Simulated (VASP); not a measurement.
Set up this calculation in VASP 6.6.1, as the native input.

- Task: single point
- Functional: r2SCAN
- Potentials or basis: VASP PAW PBE potentials, release 64 (Hg, Te)
- Cutoff: 520 eV
- k mesh: 6 × 6 × 6
- Occupations: fermi-dirac, width 0.02 eV
- Spin: no spin polarisation
- Dipole correction: no
- Further INCAR settings: ALGO = Normal; EDIFF = 1e-06; NBANDS = 16

HgTe:

```
Hg Te
1.0
     0.00000    3.28916    3.28916
     3.28916    0.00000    3.28916
     3.28916    3.28916    0.00000
Hg Te
1 1
Direct
  0.00000 0.00000 0.00000
  0.25000 0.25000 0.25000
```

One way to write it, as run:

POSCAR

```
HgTe
1.0
    0.0000000000      3.2891578888      3.2891578888
    3.2891578888      0.0000000000      3.2891578888
    3.2891578888      3.2891578888      0.0000000000
Hg Te
1 1
Direct
    0.0000000000      0.0000000000      0.0000000000
    0.2500000000      0.2500000000      0.2500000000
```

INCAR.step1

```
SYSTEM = HgTe
ALGO = Normal ; EDIFF = 1E-4
ENCUT = 520 ; GGA = PE
ISMEAR = -1 ; LASPH = .TRUE.
LCHARG = .FALSE. ; LREAL = .FALSE.
LWAVE = .TRUE. ; NBANDS = 16
NELM = 80 ; PREC = Accurate
SIGMA = 0.02
```

INCAR.step2

```
SYSTEM = HgTe
ALGO = Normal ; EDIFF = 1E-6
ENCUT = 520 ; ISIF = 2
ISMEAR = -1 ; ISTART = 1
LASPH = .TRUE. ; LCHARG = .TRUE.
LELF = .TRUE. ; LMIXTAU = .TRUE.
LREAL = .FALSE. ; LVHAR = .TRUE.
LWAVE = .FALSE. ; METAGGA = R2SCAN
NBANDS = 16 ; NELM = 80
PREC = Accurate ; SIGMA = 0.02
```

KPOINTS

```
k-points
0
G
  6 6 6
  0 0 0
```

Potentials or basis: VASP PAW PBE potentials, release 64 (Hg, Te).

Launch:

```bash
$ cat potpaw_PBE.64/Hg/POTCAR potpaw_PBE.64/Te/POTCAR > POTCAR
$ cp INCAR.step1 INCAR
$ mpirun -np 1 vasp_std > vasp.out
$ cp INCAR.step2 INCAR
$ mpirun -np 1 vasp_std > vasp.out
```

Results of the run:

```
Pressure               : 0.0 GPa
Band gap on the k mesh : zero (filled and empty bands touch)
```

Caveat: the PAW data sets were made with another functional, which shifts forces and pressure a little; spin-orbit coupling is left out, which moves the levels of the heavy elements.

Run time: 50 s on 1 thread of Intel(R) Xeon(R) Platinum 8488C (Sapphire Rapids) (shared host), peak memory 0.22 GiB.
